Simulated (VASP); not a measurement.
Here is a VASP 6.6.1 calculation.

The input INCAR:

```
SYSTEM = Si
ALGO = Normal
EDIFF = 1E-6
ENCUT = 520
GGA = PE
ISIF = 2
ISMEAR = -1
LASPH = .True.
LCHARG = .False.
LREAL = .False.
LWAVE = .False.
NBANDS = 8
NELM = 80
PREC = Accurate
SIGMA = 0.05
```

The input KPOINTS:

```
k-points
0
Gamma
  21 21 21
  0 0 0
```

The input POSCAR:

```
Si
1.0
    0.0000000000      1.5395883414      1.5395883414
    1.5395883414      0.0000000000      1.5395883414
    1.5395883414      1.5395883414      0.0000000000
Si
1
Direct
    0.0000000000      0.0000000000      0.0000000000
```

Potentials or basis: VASP PAW PBE potentials, release 64 (Si).

Run with:

```console
$ cat potpaw_PBE.64/Si/POTCAR > POTCAR
$ mpirun -np 1 vasp_std > vasp.out
```

Question: What does it give for the band gap on the k mesh?

Answer: Zero (band 2 reaches 37.02 eV, above the bottom of band 3 at 17.60 eV).

Question: Predict the pressure.

Answer: 258.5 GPa.
